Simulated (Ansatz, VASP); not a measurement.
## Li2Se in VASP and in Ansatz

The input INCAR:

```
SYSTEM = Li2Se
ALGO = Normal
EDIFF = 1E-6
ENCUT = 750
GGA = PS
GGA_COMPAT = .FALSE.
ISIF = 2
ISMEAR = 0
LASPH = .TRUE.
LCHARG = .TRUE.
LELF = .TRUE.
LREAL = .FALSE.
LVHAR = .TRUE.
LWAVE = .FALSE.
NBANDS = 13
NELM = 120
PREC = Accurate
SIGMA = 0.02
```

Contents of KPOINTS:

```
k-points
0
G
  8 8 8
  0 0 0
```

File POSCAR:

```
Li2Se
1.0
    0.0000000000      3.0317743750      3.0317743750
    3.0317743750      0.0000000000      3.0317743750
    3.0317743750      3.0317743750      0.0000000000
Li Se
2 1
Direct
    0.2500000000      0.2500000000      0.2500000000
    0.7500000000      0.7500000000      0.7500000000
    0.0000000000      0.0000000000      0.0000000000
```

Input for Ansatz:

```yaml
crystal:
  lattice:
    - [0.0, 3.031774375, 3.031774375]
    - [3.031774375, 0.0, 3.031774375]
    - [3.031774375, 3.031774375, 0.0]
  atoms:
    - { symbol: Li, position: [0.25, 0.25, 0.25] }
    - { symbol: Li, position: [0.75, 0.75, 0.75] }
    - { symbol: Se, position: [0.0, 0.0, 0.0] }
basis:
  ecutwfc: 420
kpoints:
  mp_grid: { grid: [8, 8, 8] }
hamiltonian:
  xc: pbesol
scf:
  occupations: { method: gaussian, width: 0.02 }
output:
  forces: true
  stress: true
  eigenvalues: true
  populations: true
```

Alike in both runs: task single point; functional PBEsol; k mesh 8 × 8 × 8; occupations gaussian, width 0.02 eV; no spin polarisation.

```csv
,VASP,Ansatz
version,VASP 6.6.1,Ansatz 0.2.0
potentials or method,"VASP PAW PBE potentials, release 64 (Li_sv, Se), cutoff 750 eV","scalar-relativistic, plane waves, PAW"
valence electrons in the cell,12,22
```

```csv
,VASP,Ansatz,Ansatz less VASP
gap on the k mesh at the Fermi level (eV),2.86,2.86,+0.006
least direct gap on the mesh (eV),3.12,3.12,-0.003
pressure (GPa),-1.9,-1.9,+0.01
```

VASP's potentials were made for PBE, not for PBEsol. VASP's potentials hold 12 valence electrons a cell and Ansatz's 22, so a difference there can come from the potentials and not from the codes.
